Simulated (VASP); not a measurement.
Write the native input for VASP 6.6.1 that does the following.

```yaml
Task: single point
Functional: PBE
Potentials_or_basis: VASP PAW PBE potentials, release 64 (Cd, F)
Cutoff: 520 eV
k_mesh: 9 × 9 × 9
Occupations: gaussian, width 0.03 eV
Spin: no spin polarisation
Dipole_correction: no
Further_INCAR_settings: ALGO = Normal; EDIFF = 1e-06; NBANDS = 20
```

The structure of CdF2 lies in POSCAR:

```
CdF2
1.0
    0.0000000000      2.6940000000      2.6940000000
    2.6940000000      0.0000000000      2.6940000000
    2.6940000000      2.6940000000      0.0000000000
Cd F
1 2
Direct
    0.0000000000      0.0000000000      0.0000000000
    0.7500000000      0.7500000000      0.7500000000
    0.2500000000      0.2500000000      0.2500000000
```

The input as run:

INCAR

```
  PREC = Accurate
  ENCUT = 520
  EDIFF = 1E-6
  ISMEAR = 0
  SIGMA = 0.03
  LREAL = False
  LASPH = True
  NELM = 100
  ALGO = Normal
  ISIF = 2
  LWAVE = False
  LCHARG = False
  GGA = PE
  NBANDS = 20
```

KPOINTS

```
Automatic mesh
0
Gamma
  9 9 9
```

Potentials or basis: VASP PAW PBE potentials, release 64 (Cd, F).

Run with:

```console
$ cat potpaw_PBE.64/Cd/POTCAR potpaw_PBE.64/F/POTCAR > POTCAR
$ mpirun -np 1 vasp_std > vasp.out
```

It gave:

The pressure is 6.2 GPa. The band gap on the k mesh is 3.10 eV (least direct gap 3.57 eV).

Caveat: the cell stands under pressure; an odd mesh through Γ misses points on the zone boundary, where band edges can lie.

Wall time 12 s on 1 thread of Intel(R) Xeon(R) 6975P-C (Granite Rapids) (shared host), peak memory 0.16 GiB.
